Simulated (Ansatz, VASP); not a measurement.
## Ta: VASP beside Ansatz

```
Ta
1.0
     4.82871    0.00000    0.00000
    -2.41436    4.18179    0.00000
     0.00000    0.00000    2.70905
Ta
3
Cartesian
  2.4144 4.1818 0.0000
  0.0000 2.7879 1.3545
  2.4144 1.3939 1.3545
```

Alike in both runs: task single point; functional LDA; k mesh 9 × 9 × 13; occupations fermi-dirac, width 0.1 eV; no spin polarisation.

```csv
,VASP,Ansatz
version,VASP 6.6.1,Ansatz 0.2.0
potentials or method,"VASP PAW LDA potentials, release 64 (Ta_pv), cutoff 520 eV","plane waves (420 eV) with PAW, scalar-relativistic"
valence electrons in the cell,33,39
```

|  | VASP | Ansatz | Ansatz less VASP |
| --- | --- | --- | --- |
| pressure (GPa) | -6.8 | -7.5 | -0.67 |
| traceless stress, the component that is largest in VASP (GPa) | -0.71 | -0.74 | -0.033 |

Ansatz warns that its potentials were made for another functional, while VASP's fit it. LDA's correlation is that of Perdew and Zunger in VASP and of Perdew and Wang (1992) in Ansatz. VASP's potentials hold 33 valence electrons a cell and Ansatz's 39, so a difference there can come from the potentials and not from the codes.

Neither program's run includes spin-orbit coupling.
